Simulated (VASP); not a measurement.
Input of a VASP 6.6.1 run:

File INCAR:

```
SYSTEM = SnO2
  PREC = Accurate
  ENCUT = 520
  EDIFF = 1E-7
  ISMEAR = 0
  SIGMA = 0.05
  LREAL = .FALSE.
  LASPH = .TRUE.
  NELM = 60
  ALGO = Normal
  ISIF = 2
  LWAVE = .FALSE.
  LCHARG = .FALSE.
  GGA = PE
  NBANDS = 64
```

Contents of KPOINTS:

```
Automatic mesh
0
G
  6 6 6
  0 0 0
```

The input POSCAR:

```
SnO2
1.0
    5.0080269761      0.0000000000      0.0000000000
    0.0000000000      5.9677248263      0.0000000000
    0.0000000000      0.0000000000      5.5465795830
Sn O
4 8
Direct
    0.5000000000      0.6651654903      0.7500000000
    0.0000000000      0.8348345097      0.2500000000
    0.5000000000      0.3348345097      0.2500000000
    0.0000000000      0.1651654903      0.7500000000
    0.7301204269      0.6070551965      0.0781681516
    0.2301204269      0.8929448035      0.9218318484
    0.7698795731      0.8929448035      0.5781681516
    0.2698795731      0.6070551965      0.4218318484
    0.7301204269      0.3929448035      0.5781681516
    0.2301204269      0.1070551965      0.4218318484
    0.7698795731      0.1070551965      0.0781681516
    0.2698795731      0.3929448035      0.9218318484
```

Potentials or basis: VASP PAW PBE potentials, release 64 (Sn_d, O).

Launch:

```console
$ cat potpaw_PBE.64/Sn_d/POTCAR potpaw_PBE.64/O/POTCAR > POTCAR
$ mpirun -np 1 vasp_std > vasp.out
```

(1) What does it give for the largest force?

(2) Predict the band gap on the k mesh.

(3) What does it give for the pressure?

Results:

(1) 0.279 eV/Å.

(2) zero (bands 52 and 53 overlap by 0.01 eV).

(3) -15.2 GPa.

Caveat: the cell stands under tension; semilocal functionals underestimate gaps, so a narrow gap can read as zero; spin-orbit coupling is left out, which moves the levels of the heavy elements.
